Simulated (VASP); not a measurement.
# Cu (P6_3/mmc) in VASP: a series of runs, part 2 of 2

VASP 6.6.1. The steps go on from the part before.

### Step 5. Single point, r2SCAN

File POSCAR:

```
Cu
1.0
    2.5307640300      0.0000000000      0.0000000000
   -1.2653820100      2.1917059400      0.0000000000
    0.0000000000      0.0000000000      8.2618150800
Cu
4
Direct
    0.0000000000      0.0000000000      0.0000000000
    0.3333333333      0.6666666667      0.2500000000
    0.0000000000      0.0000000000      0.5000000000
    0.6666666667      0.3333333333      0.7500000000
```

File INCAR.step1:

```
ALGO = Normal ; EDIFF = 1E-4
ENCUT = 520 ; GGA = PE
ISMEAR = 1 ; LASPH = T
LCHARG = F ; LREAL = F
LWAVE = T ; NBANDS = 30
NELM = 80 ; PREC = Accurate
SIGMA = 0.15
```

File INCAR.step2:

```
ALGO = Normal ; EDIFF = 1E-6
ENCUT = 520 ; ISIF = 2
ISMEAR = 1 ; ISTART = 1
LASPH = T ; LCHARG = F
LMIXTAU = T ; LREAL = F
LWAVE = F ; METAGGA = R2SCAN
NBANDS = 30 ; NELM = 80
PREC = Accurate ; SIGMA = 0.15
```

File KPOINTS:

```
k-points
0
Gamma
  8 8 3
```

Potentials or basis: VASP PAW PBE potentials, release 64 (Cu).

Run with:

```bash
$ cat potpaw_PBE.64/Cu/POTCAR > POTCAR
$ cp INCAR.step1 INCAR
$ mpirun -np 1 vasp_std > vasp.out
$ cp INCAR.step2 INCAR
$ mpirun -np 1 vasp_std > vasp.out
```

OUTCAR:

```text
EDIFF = 1E-6
   ENCUT = 520
   ISIF = 2
   ISMEAR = 1
   ISTART = 1
   LASPH = T
   LREAL = F
   METAGGA = R2SCAN
   NELM = 80
   PREC = Accurate

 ion  position               nearest neighbor table
   1  0.000  0.000  0.000-   2 2.53   4 2.53   2 2.53   4 2.53   4 2.53   2 2.53
   2  0.333  0.667  0.250-   1 2.53   3 2.53   1 2.53   3 2.53   1 2.53   3 2.53
   3  0.000  0.000  0.500-   2 2.53   4 2.53   2 2.53   4 2.53   4 2.53   2 2.53
   4  0.667  0.333  0.750-   1 2.53   3 2.53   1 2.53   3 2.53   1 2.53   3 2.53

  LATTYP: Found a hexagonal cell.
 ALAT       =     2.5307640300
 C/A-ratio  =     3.2645537008

  Lattice vectors:

 A1 = (   2.5307640300,   0.0000000000,   0.0000000000)
 A2 = (  -1.2653820100,   2.1917059400,   0.0000000000)
 A3 = (   0.0000000000,   0.0000000000,   8.2618150800)

Analysis of symmetry for initial positions (statically):
=====================================================================
 Subroutine PRICEL returns:
 Original cell was already a primitive cell.

 Routine SETGRP: Setting up the symmetry group for a
 hexagonal supercell.

 Subroutine GETGRP returns: Found 24 space group operations
 (whereof 12 operations were pure point group operations)
 out of a pool of 24 trial point group operations.

The static configuration has the point symmetry D_3d.
 The point group associated with its full space group is D_6h.

Analysis of symmetry for dynamics (positions and initial velocities):
=====================================================================
 Subroutine PRICEL returns:
 Original cell was already a primitive cell.

 Routine SETGRP: Setting up the symmetry group for a
 hexagonal supercell.

 Subroutine GETGRP returns: Found 24 space group operations
 (whereof 12 operations were pure point group operations)
 out of a pool of 24 trial point group operations.

The dynamic configuration has the point symmetry D_3d.
 The point group associated with its full space group is D_6h.

 Subroutine INISYM returns: Found 24 space group operations
 (whereof 12 operations are pure point group operations),
 and found     1 'primitive' translations

----------------------------------------------------------------------------------------

                                     Primitive cell

  volume of cell :      45.8257

  direct lattice vectors                    reciprocal lattice vectors
     2.530764030  0.000000000  0.000000000     0.395137590  0.228132793  0.000000000
    -1.265382010  2.191705940  0.000000000     0.000000000  0.456265588  0.000000000
     0.000000000  0.000000000  8.261815080     0.000000000  0.000000000  0.121038778

  length of vectors
     2.530764030  2.530764027  8.261815080     0.456265588  0.456265588  0.121038778

  position of ions in fractional coordinates (direct lattice)
     0.000000000  0.000000000  0.000000000
     0.333333333  0.666666667  0.250000000
     0.000000000  0.000000000  0.500000000
     0.666666667  0.333333333  0.750000000

  ion indices of the primitive-cell ions
   primitive index   ion index
                 1           1
[... 21 lines left out ...]

  Shift w.r.t. Gamma in fractional coordinates (k-lattice)
     0.000000000  0.000000000  0.000000000

 Subroutine IBZKPT returns following result:
 ===========================================

 Found     20 irreducible k-points:

 Following reciprocal coordinates:
            Coordinates               Weight
  0.000000  0.000000  0.000000      1.000000
  0.125000  0.000000  0.000000      6.000000
  0.250000  0.000000  0.000000      6.000000
  0.375000  0.000000  0.000000      6.000000
  0.500000  0.000000  0.000000      3.000000
  0.125000  0.125000  0.000000      6.000000
[... 12 lines left out ...]
  0.250000  0.250000  0.333333     12.000000
  0.375000  0.250000  0.333333     12.000000
   k-points           NKPTS =     20   k-points in BZ     NKDIM =     20   number of bands    NBANDS=     30
   number of dos      NEDOS =    301   number of ions     NIONS =      4
   total plane-waves  NPLWV =  25600
   dimension x,y,z NGX =    20 NGY =   20 NGZ =   64
   dimension x,y,z NGXF=    40 NGYF=   40 NGZF=  128
   ions per type =               4
   NGX,Y,Z   is equivalent  to a cutoff of  13.14, 13.14, 12.88 a.u.
   NGXF,Y,Z  is equivalent  to a cutoff of  26.28, 26.28, 25.76 a.u.
 SYSTEM =  unknown system
   PREC   = accura    normal or accurate (medium, high low for compatibility)
   ISTART =      1    job   : 0-new  1-cont  2-samecut
   ICHARG =      0    charge: 1-file 2-atom 10-const
   ISPIN  =      1    spin polarized calculation?
   LNONCOLLINEAR =      F non collinear calculations
   LSORBIT =      F    spin-orbit coupling
   LASPH  =      T    aspherical Exc in radial PAW
   ENCUT  =  520.0 eV  38.22 Ry    6.18 a.u.   4.71  4.71 15.36*2*pi/ulx,y,z
   NELM   =     80;   NELMIN=  2; NELMDL=  0     # of ELM steps
   EDIFF  = 0.1E-05   stopping-criterion for ELM
   LREAL  =      F    real-space projection
   EDIFFG = 0.1E-04   stopping-criterion for IOM
   NSW    =      0    number of steps for IOM
   IBRION =     -1    ionic relax: 0-MD 1-quasi-New 2-CG
   NFREE  =      0    steps in history (QN), initial steepest desc. (CG)
   ISIF   =      2    stress and relaxation
   ISYM   =      2    0-nonsym 1-usesym 2-fastsym
   POTIM  = 0.5000    time-step for ionic-motion
   TEBEG  =    0.0;   TEEND  =   0.0 temperature during run
   PSTRESS=    0.0 pullay stress
   NELECT =      44.0000    total number of electrons
   NUPDOWN=      -1.0000    fix difference up-down
   EMIN   =  10.00;   EMAX   =-10.00  energy-range for DOS
   EFERMI =   0.00;   METHOD = LEGACY
   ISMEAR =     1;   SIGMA  =   0.15  broadening in eV -4-tet -1-fermi 0-gaus
   EFERMI_NEDOS =   21; number of points for ismear=-14 and -15
   IALGO  =     38    algorithm
   IMIX   =      4    mixing-type and parameters
     AMIX     =   0.40;   BMIX     =  1.00
     AMIX_MAG =   1.60;   BMIX_MAG =  1.00
  volume/ion in A,a.u.               =      11.46        77.31
  Fermi-wavevector in a.u.,A,eV,Ry     =   1.615062  3.052025 35.489789  2.608426
  Thomas-Fermi vector in A             =   2.709870
   LORBIT       =      0    0 simple, 1 ext, 2 COOP (PROOUT), +10 PAW based schemes
   METAGGA = R2SCAN    functional components
   LHFCALC =     F    Hartree Fock is set to
   AEXX    =    0.0000 exact exchange contribution
   IVDW    =     0    specifies the selected vdW correction
   LEPSILON=     F    determine dielectric tensor
   LRPA    =     F    only Hartree local field effects (RPA)
 non-spin polarized calculation
 Methfessel and Paxton  Order N= 1 SIGMA  =   0.15
  energy-cutoff  :      520.00
  volume of cell :       45.83
 maximum number of plane-waves:      1255
 NGX is ok and might be reduce to    20
   NGX =  9   NGY =  9   NGZ = 31

 number of electron      43.9999989 magnetization

 Free energy of the ion-electron system (eV)
  ---------------------------------------------------
  ext. energy  EPLUGINS =         0.00000000
  ---------------------------------------------------
  free energy    TOTEN  =       -43.24540144 eV

  energy without entropy =      -43.24282164  energy(sigma->0) =      -43.24454151

 E-fermi :   7.7865     XC(G=0): -13.9507

 val. band max:        7.5306631505   @ k =   0.5000   0.0000   0.3333
 cond. band min:       7.8186946909   @ k =   0.3750   0.1250   0.3333
 fundamental gap:      0.2880315404
 Fermi energy:         7.7865427949

 k-point     1 :       0.0000    0.0000    0.0000
  band No.  band energies     occupation
      1      -2.1343      2.00000
      2       0.1083      2.00000
      3       0.1259      2.00000
      4       2.3658      2.00000
      5       4.2703      2.00000
      6       4.2757      2.00000
[... 649 lines left out ...]
     29      16.7065      0.00000
     30      16.9493      0.00000

------------------------ aborting loop because EDIFF is reached ----------------------------------------

  FORCE on cell =-STRESS in cart. coord.  units (eV):
  Direction    XX          YY          ZZ          XY          YZ          ZX
  --------------------------------------------------------------------------------------
  -------------------------------------------------------------------------------------
  Total        0.4461541      0.4461541     -0.3211058      0.0000000      0.0000000      0.0000000
  in kB       15.5986170     15.5986170    -11.2266291      0.0000000      0.0000000      0.0000000
  external PRESSURE =       6.6568683 kB  Pullay stress =       0.0000000 kB

 VOLUME and BASIS-vectors are now :
 -----------------------------------------------------------------------------
  energy-cutoff  :      520.00
  volume of cell :       45.83
      direct lattice vectors                 reciprocal lattice vectors
     2.530764030  0.000000000  0.000000000     0.395137590  0.228132793  0.000000000
    -1.265382010  2.191705940  0.000000000     0.000000000  0.456265588  0.000000000
     0.000000000  0.000000000  8.261815080     0.000000000  0.000000000  0.121038778

 POSITION                                       TOTAL-FORCE (eV/Angst)
 -----------------------------------------------------------------------------------
      0.00000      0.00000      0.00000        -0.000000      0.000000     -0.000000
      0.00000      1.46114      2.06545         0.000000      0.000000     -0.000000
      0.00000      0.00000      4.13091         0.000000      0.000000     -0.000000
      1.26538      0.73057      6.19636        -0.000000     -0.000000      0.000000
 -----------------------------------------------------------------------------------
    total drift:                                0.000000     -0.000000      0.000000

  FREE ENERGIE OF THE ION-ELECTRON SYSTEM (eV)
  ---------------------------------------------------
  free  energy   TOTEN  =       -43.2454014428 eV

  energy  without entropy=      -43.2428216409  energy(sigma->0) =      -43.24454151
```

Wall time 52 s (1 thread of Intel Xeon 6975P-C (Granite Rapids), shared host); peak memory 0.17 GiB.

What came out:

- Free energy: -43.2454 eV
- Pressure: 0.7 GPa
- Band gap on the k mesh: zero (band 22 reaches 10.34 eV, above the bottom of band 23 at 5.92 eV)

Stress tensor (GPa, compression positive):
```
 1.56  0.00  0.00
 0.00  1.56  0.00
 0.00  0.00 -1.12
```

Levels at points of the mesh, in eV from the Fermi level:
```
           k point  band 20  band 21  band 22  band 23  band 24  band 25
(0.00, 0.00, 0.00)    -2.12    -2.12    -1.81    -1.81    -1.15     4.13
(0.50, 0.00, 0.00)    -1.64    -0.71     0.39     1.01     1.65     4.98
```

Caveat: the PAW data sets were made with another functional, which shifts forces and pressure a little.

### Step 6. Summary

```tsv
k mesh	gap on the mesh (eV)	pressure (GPa)
3 × 3 × 1	none	0.1
5 × 5 × 2	none	-0.3
6 × 6 × 2	none	1.2
8 × 8 × 3	none	0.7
```

Alike in all rows: task single point; level r2SCAN; potentials or basis VASP PAW PBE potentials, release 64 (Cu); no spin polarisation; cell as given; cutoff (eV) 520; smearing methfessel-paxton 0.15 eV.

Caveats: some runs use coarse meshes; the PAW data sets were made with another functional, which shifts forces and pressure a little.

Absolute energies hang on the potentials; compare differences alone.
